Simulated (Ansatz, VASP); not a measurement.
**One calculation of In, two programs**

```
In
1.0
     0.00000    2.42706    2.42706
     2.42706    0.00000    2.42706
     2.42706    2.42706    0.00000
In
1
Direct
  0.00000 0.00000 0.00000
```

Alike in both runs: task single point; functional BLYP; k mesh 12 × 12 × 12; occupations fermi-dirac, width 0.1 eV; no spin polarisation.

|  | VASP | Ansatz |
| --- | --- | --- |
| version | VASP 6.6.1 | Ansatz 0.2.0 |
| potentials or method | VASP PAW PBE potentials, release 64 (In_d), cutoff 520 eV | plane waves (420 eV) with PAW, scalar-relativistic |
| valence electrons in the cell | 13 | 13 |

```csv
,VASP,Ansatz,Ansatz less VASP
pressure (GPa),2.3,2.3,+0.02
```

VASP's potentials were made for PBE, not for BLYP.
